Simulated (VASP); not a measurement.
# ZnO (zincite) (P6_3mc) in VASP: notebook, part 2 of 3

VASP 6.6.1. Earlier steps stand in the parts before.

### 3 Single point, BLYP

This run uses another cell than the first one, of 12.74 Å³/atom, 1.008 times its volume.

Contents of INCAR:

```
  AGGAC = 1.0
  AGGAX = 1.0
  ALDAC = 0.0
  ALDAX = 1.0
  ALGO = Normal
  EDIFF = 1E-7
  ENCUT = 520
  GGA = B5
  ISIF = 2
  ISMEAR = -1
  LASPH = T
  LCHARG = F
  LREAL = F
  LWAVE = F
  NBANDS = 26
  NELM = 100
  PREC = Accurate
  SIGMA = 0.05
```

Contents of KPOINTS:

```
k-points
0
Gamma
  9 9 5
```

Contents of POSCAR:

```
ZnO
1.0
    3.3130840154      0.0000000000      0.0000000000
   -1.6565420077      2.8692149222      0.0000000000
    0.0000000000      0.0000000000      5.3588746621
Zn O
2 2
Direct
    0.6666666667      0.3333333333      0.0002273690
    0.3333333333      0.6666666667      0.5002273690
    0.3333333333      0.6666666667      0.8787826310
    0.6666666667      0.3333333333      0.3787826310
```

Potentials or basis: VASP PAW PBE potentials, release 64 (Zn, O).

Started as:

```sh
$ cat potpaw_PBE.64/Zn/POTCAR potpaw_PBE.64/O/POTCAR > POTCAR
$ mpirun -np 1 vasp_std > vasp.out
```

OUTCAR:

```text
EDIFF = 1E-7
   ENCUT = 520
   GGA = B5
   ISIF = 2
   ISMEAR = -1
   LASPH = T
   LREAL = F
   NELM = 100
   PREC = Accurate

 ion  position               nearest neighbor table
   1  0.667  0.333  0.000-   3 2.02   3 2.02   3 2.02   4 2.03
   2  0.333  0.667  0.500-   4 2.02   4 2.02   4 2.02   3 2.03
   3  0.333  0.667  0.879-   1 2.02   1 2.02   1 2.02   2 2.03
   4  0.667  0.333  0.379-   2 2.02   2 2.02   2 2.02   1 2.03

  LATTYP: Found a hexagonal cell.
 ALAT       =     3.3130840154
 C/A-ratio  =     1.6174883091

  Lattice vectors:

 A1 = (   3.3130840154,   0.0000000000,   0.0000000000)
 A2 = (  -1.6565420077,   2.8692149222,   0.0000000000)
 A3 = (   0.0000000000,   0.0000000000,   5.3588746621)

Analysis of symmetry for initial positions (statically):
=====================================================================
 Subroutine PRICEL returns:
 Original cell was already a primitive cell.

 Routine SETGRP: Setting up the symmetry group for a
 hexagonal supercell.

 Subroutine GETGRP returns: Found 12 space group operations
 (whereof  6 operations were pure point group operations)
 out of a pool of 24 trial point group operations.

The static configuration has the point symmetry C_3v.
 The point group associated with its full space group is C_6v.

Analysis of symmetry for dynamics (positions and initial velocities):
=====================================================================
 Subroutine PRICEL returns:
 Original cell was already a primitive cell.

 Routine SETGRP: Setting up the symmetry group for a
 hexagonal supercell.

 Subroutine GETGRP returns: Found 12 space group operations
 (whereof  6 operations were pure point group operations)
 out of a pool of 24 trial point group operations.

The dynamic configuration has the point symmetry C_3v.
 The point group associated with its full space group is C_6v.

 Subroutine INISYM returns: Found 12 space group operations
 (whereof  6 operations are pure point group operations),
 and found     1 'primitive' translations

----------------------------------------------------------------------------------------

                                     Primitive cell

  volume of cell :      50.9412

  direct lattice vectors                    reciprocal lattice vectors
     3.313084015  0.000000000  0.000000000     0.301833577  0.174263697  0.000000000
    -1.656542008  2.869214922  0.000000000     0.000000000  0.348527394  0.000000000
     0.000000000  0.000000000  5.358874662     0.000000000  0.000000000  0.186606342

  length of vectors
     3.313084015  3.313084015  5.358874662     0.348527394  0.348527394  0.186606342

  position of ions in fractional coordinates (direct lattice)
     0.666666667  0.333333333  0.000227369
     0.333333333  0.666666667  0.500227369
     0.333333333  0.666666667  0.878782631
     0.666666667  0.333333333  0.378782631

  ion indices of the primitive-cell ions
   primitive index   ion index
                 1           1
                 2           2
                 3           3
                 4           4

----------------------------------------------------------------------------------------

 KPOINTS: k-points

Automatic generation of k-mesh.
 Grid dimensions read from file:
 generate k-points for:    9    9    5

 Generating k-lattice:

  Cartesian coordinates                     Fractional coordinates (reciprocal lattice)
     0.033537064  0.019362633  0.000000000     0.111111111  0.000000000  0.000000000
     0.000000000  0.038725266  0.000000000     0.000000000  0.111111111  0.000000000
     0.000000000  0.000000000  0.037321268     0.000000000  0.000000000  0.200000000

  Length of vectors
     0.038725266  0.038725266  0.037321268

  Shift w.r.t. Gamma in fractional coordinates (k-lattice)
     0.000000000  0.000000000  0.000000000

 Subroutine IBZKPT returns following result:
 ===========================================

 Found     36 irreducible k-points:

 Following reciprocal coordinates:
            Coordinates               Weight
  0.000000  0.000000  0.000000      1.000000
  0.111111  0.000000  0.000000      6.000000
  0.222222  0.000000  0.000000      6.000000
  0.333333  0.000000  0.000000      6.000000
  0.444444  0.000000  0.000000      6.000000
  0.111111  0.111111  0.000000      6.000000
[... 16 lines left out ...]
  0.333333  0.222222  0.200000     24.000000
  0.333333  0.333333  0.200000      4.000000
 [... further k-points ...]
   k-points           NKPTS =     36   k-points in BZ     NKDIM =     36   number of bands    NBANDS=     26
   number of dos      NEDOS =    301   number of ions     NIONS =      4
   total plane-waves  NPLWV =  31360
   dimension x,y,z NGX =    28 NGY =   28 NGZ =   40
   dimension x,y,z NGXF=    56 NGYF=   56 NGZF=   80
   ions per type =               2   2
   NGX,Y,Z   is equivalent  to a cutoff of  14.05, 14.05, 12.41 a.u.
   NGXF,Y,Z  is equivalent  to a cutoff of  28.10, 28.10, 24.82 a.u.
 SYSTEM =  unknown system
   PREC   = accura    normal or accurate (medium, high low for compatibility)
   ISTART =      0    job   : 0-new  1-cont  2-samecut
   ICHARG =      2    charge: 1-file 2-atom 10-const
   ISPIN  =      1    spin polarized calculation?
   LNONCOLLINEAR =      F non collinear calculations
   LSORBIT =      F    spin-orbit coupling
   LASPH  =      T    aspherical Exc in radial PAW
   ENCUT  =  520.0 eV  38.22 Ry    6.18 a.u.   6.16  6.16  9.96*2*pi/ulx,y,z
   NELM   =    100;   NELMIN=  2; NELMDL= -5     # of ELM steps
   EDIFF  = 0.1E-06   stopping-criterion for ELM
   LREAL  =      F    real-space projection
   EDIFFG = 0.1E-05   stopping-criterion for IOM
   NSW    =      0    number of steps for IOM
   IBRION =     -1    ionic relax: 0-MD 1-quasi-New 2-CG
   NFREE  =      0    steps in history (QN), initial steepest desc. (CG)
   ISIF   =      2    stress and relaxation
   ISYM   =      2    0-nonsym 1-usesym 2-fastsym
   POTIM  = 0.5000    time-step for ionic-motion
   TEBEG  =    0.0;   TEEND  =   0.0 temperature during run
   PSTRESS=    0.0 pullay stress
   NELECT =      36.0000    total number of electrons
   NUPDOWN=      -1.0000    fix difference up-down
   EMIN   =  10.00;   EMAX   =-10.00  energy-range for DOS
   EFERMI =   0.00;   METHOD = LEGACY
   ISMEAR =    -1;   SIGMA  =   0.05  broadening in eV -4-tet -1-fermi 0-gaus
   EFERMI_NEDOS =   21; number of points for ismear=-14 and -15
   IALGO  =     38    algorithm
   IMIX   =      4    mixing-type and parameters
     AMIX     =   0.40;   BMIX     =  1.00
     AMIX_MAG =   1.60;   BMIX_MAG =  1.00
  volume/ion in A,a.u.               =      12.74        85.94
  Fermi-wavevector in a.u.,A,eV,Ry     =   1.458207  2.755612 28.931003  2.126369
  Thomas-Fermi vector in A             =   2.574919
   LORBIT       =      0    0 simple, 1 ext, 2 COOP (PROOUT), +10 PAW based schemes
   GGA     = B5    functional components
   LHFCALC =     F    Hartree Fock is set to
   AEXX    =    0.0000 exact exchange contribution
   IVDW    =     0    specifies the selected vdW correction
   LEPSILON=     F    determine dielectric tensor
   LRPA    =     F    only Hartree local field effects (RPA)
 non-spin polarized calculation
  energy-cutoff  :      520.00
  volume of cell :       50.94
 maximum number of plane-waves:      1387
 NGX is ok and might be reduce to    28
   NGX = 13   NGY = 13   NGZ = 19

 number of electron      36.0000027 magnetization

 Free energy of the ion-electron system (eV)
  ---------------------------------------------------
  ext. energy  EPLUGINS =         0.00000000
  ---------------------------------------------------
  free energy    TOTEN  =       -16.48857993 eV

  energy without entropy =      -16.48857694  energy(sigma->0) =      -16.48857844

 E-fermi :   1.3641     XC(G=0): -10.0918

 val. band max:        0.9068287733   @ k =   0.0000   0.0000   0.0000
 cond. band min:       1.7343435129   @ k =   0.0000   0.0000   0.0000
 fundamental gap:      0.8275147396
 Fermi energy:         1.3640997285

 k-point     1 :       0.0000    0.0000    0.0000
  band No.  band energies     occupation
      1     -16.5423      2.00000
      2     -15.9255      2.00000
      3      -4.5390      2.00000
      4      -4.5390      2.00000
      5      -4.5107      2.00000
      6      -4.3655      2.00000
[... 18 lines left out ...]
     25      14.6418      0.00000
     26      14.6419      0.00000
[... 644 lines left out ...]
      4      -4.2744      2.00000
      5      -4.2744      2.00000
      6      -3.9481      2.00000
[... 18 lines left out ...]
     25      14.4302      0.00000
     26      14.8716      0.00000

 [... further k-points ...]
[... 5 lines left out ...]
  --------------------------------------------------------------------------------------
  -------------------------------------------------------------------------------------
  Total        0.2269368      0.2269368      0.2229639      0.0000000      0.0000000      0.0000000
  in kB        7.1375052      7.1375052      7.0125508      0.0000000      0.0000000      0.0000000
  external PRESSURE =       7.0958537 kB  Pullay stress =       0.0000000 kB

 VOLUME and BASIS-vectors are now :
 -----------------------------------------------------------------------------
  energy-cutoff  :      520.00
  volume of cell :       50.94
      direct lattice vectors                 reciprocal lattice vectors
     3.313084015  0.000000000  0.000000000     0.301833577  0.174263697  0.000000000
    -1.656542008  2.869214922  0.000000000     0.000000000  0.348527394  0.000000000
     0.000000000  0.000000000  5.358874662     0.000000000  0.000000000  0.186606342

 POSITION                                       TOTAL-FORCE (eV/Angst)
 -----------------------------------------------------------------------------------
      1.65654      0.95640      0.00122        -0.000000      0.000000      0.001753
     -0.00000      1.91281      2.68066         0.000000     -0.000000      0.001753
     -0.00000      1.91281      4.70929        -0.000000      0.000000     -0.001753
      1.65654      0.95640      2.02985         0.000000     -0.000000     -0.001753
 -----------------------------------------------------------------------------------
    total drift:                                0.000000      0.000000      0.000164

  FREE ENERGIE OF THE ION-ELECTRON SYSTEM (eV)
  ---------------------------------------------------
  free  energy   TOTEN  =       -16.4885799319 eV

  energy  without entropy=      -16.4885769445  energy(sigma->0) =      -16.48857844
```

stdout:

```text
POSCAR found type information on POSCAR ZnO
 POSCAR found :  2 types and       4 ions
 scaLAPACK will be used
 -----------------------------------------------------------------------------
|                                                                             |
|                                                                             |
|     You enforced a specific xc type in the INCAR file but a different       |
|     I HOPE YOU KNOW WHAT YOU ARE DOING!                                     |
|                                                                             |
 -----------------------------------------------------------------------------

 LDA part: xc-table for (Slater(with rela. corr.)+VWN5), standard interpolation
 POSCAR, INCAR and KPOINTS ok, starting setup
 FFT: planning ... GRIDC
 FFT: planning ... GRID_SOFT
 FFT: planning ... GRID
 WAVECAR not read
 entering main loop
```

It took 1.8 min on 1 thread of Intel Xeon Platinum 8488C (Sapphire Rapids), shared host; peak memory 0.18 GiB.

Results:

* Free energy: -16.4886 eV
* Pressure: 0.7 GPa
* Band gap on the k mesh: 0.83 eV, direct

Caveat: the PAW data sets were made with another functional, which shifts forces and pressure a little.

### 4 Relaxation of cell and atoms, BLYP+D3(BJ)

This run uses another cell than the first one, of 11.90 Å³/atom, 0.942 times its volume.

Contents of INCAR:

```
AGGAC = 1.0
AGGAX = 1.0
ALDAC = 0.0
ALDAX = 1.0
ALGO = Normal
EDIFF = 1E-7
EDIFFG = -0.01
ENCUT = 600
GGA = B5
IBRION = 2
ISIF = 3
ISMEAR = -1
IVDW = 12
LASPH = True
LCHARG = False
LREAL = False
LWAVE = False
NELM = 100
NSW = 60
PREC = Accurate
SIGMA = 0.05
VDW_A1 = 0.4298
VDW_A2 = 4.2359
VDW_S6 = 1.0
VDW_S8 = 2.6996
```

KPOINTS is that of step 3.

Contents of POSCAR:

```
ZnO
1.0
    3.2493080000      0.0000000000      0.0000000000
   -1.6246540000      2.8139832727      0.0000000000
    0.0000000000      0.0000000000      5.2057090000
Zn O
2 2
Direct
    0.6666666667      0.3333333333      0.0000000000
    0.3333333333      0.6666666667      0.5000000000
    0.3333333333      0.6666666667      0.8790100000
    0.6666666667      0.3333333333      0.3790100000
```

Started as:

```sh
$ cat potpaw_PBE.64/Zn/POTCAR potpaw_PBE.64/O/POTCAR > POTCAR
$ mpirun -np 1 vasp_std > vasp.out
```

It took 9 min on 1 thread of Intel Xeon Platinum 8488C (Sapphire Rapids), shared host; peak memory 0.21 GiB.

The run converged. Its results:

| Property | Result |
| --- | --- |
| Free energy | -18.3146 eV |
| Relaxed volume | 12.22 Å³/atom |
| Relaxed cell | a = 3.265 Å, b = 3.265 Å, c = 5.295 Å, α = 90.00°, β = 90.00°, γ = 120.00° |
| Space group after relaxing (to 0.05 Å) | P6_3mc (No. 186) |
| Energy gained by relaxing | 4.1 meV/atom |
| Ionic steps | 9 |
| Pressure after relaxing | -0.1 GPa |
| Largest force after relaxing | 0.004 eV/Å |
| Band gap on the k mesh | 0.90 eV, direct |
| Dispersion energy per atom | -0.468 eV |

Forces on the atoms (eV/Å):
```
Zn   0.000  0.000 -0.004
Zn   0.000  0.000 -0.004
O    0.000  0.000  0.004
O    0.000  0.000  0.004
```

The path:
```
step  energy change (eV)  largest force (eV/Å)  pressure (GPa)  volume (Å³)
   1              0.0000                0.0676            3.73        47.60
   2             -0.0122                0.0494           -1.78        49.53
   3             -0.0160                0.0179           -0.05        48.88
   4             -0.0160                0.0162           -0.02        48.86
   5             -0.0161                0.0217            0.04        48.84
   6             -0.0162                0.0311            0.12        48.81
   7             -0.0164                0.0209            0.03        48.84
   8             -0.0164                0.0127           -0.02        48.86
   9             -0.0164                0.0039           -0.12        48.90
```

Final structure:
```yaml
crystal:
  lattice:
    - [3.26541, 0.00000, 0.00000]
    - [-1.63270, 2.82793, 0.00000]
    - [0.00000, 0.00000, 5.29516]
  atoms:
    - { symbol: Zn, position: [0.66667, 0.33333, 0.00077] }
    - { symbol: Zn, position: [0.33333, 0.66667, 0.50077] }
    - { symbol: O, position: [0.33333, 0.66667, 0.87824] }
    - { symbol: O, position: [0.66667, 0.33333, 0.37824] }
```

Levels at points of the mesh, in eV from the valence-band top:
```tsv
k point	band 14	band 15	band 16	band 17	band 18	band 19	band 20	band 21	band 22
(0.00, 0.00, 0.00)	-0.76	-0.76	-0.08	0.00	0.00	0.90	5.22	8.23	12.84
```

Caveat: the PAW data sets were made with another functional, which shifts forces and pressure a little.

(Continued in part 3 of 3.)
